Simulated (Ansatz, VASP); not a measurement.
**ZnSe in VASP and in Ansatz**

```
CELL_PARAMETERS angstrom
0.00000 2.78160 2.78160
2.78160 0.00000 2.78160
2.78160 2.78160 0.00000
ATOMIC_POSITIONS crystal
Zn 0.00000 0.00000 0.00000
Se 0.25000 0.25000 0.25000
```

Alike in both runs: task single point; functional LDA; k mesh 6 × 6 × 6; occupations gaussian, width 0.02 eV; no spin polarisation.

```csv
,VASP,Ansatz
version,VASP 6.6.1,Ansatz 0.2.0
potentials or method,"VASP PAW LDA potentials, release 64 (Zn, Se), cutoff 500 eV","scalar-relativistic, plane waves, PAW"
valence electrons in the cell,18,28
```

Ansatz gave:

```
gap on the k mesh at the Fermi level (eV) : 1.26
least direct gap on the mesh (eV)         : 1.26
pressure (GPa)                            : 0.2
```

Which values does VASP return?

gap on the k mesh at the Fermi level (eV): 1.30; least direct gap on the mesh (eV): 1.30; pressure (GPa): 0.6.

LDA's correlation is that of Perdew and Zunger in VASP and of Perdew and Wang (1992) in Ansatz. VASP's potentials hold 18 valence electrons a cell and Ansatz's 28, so a difference there can come from the potentials and not from the codes.
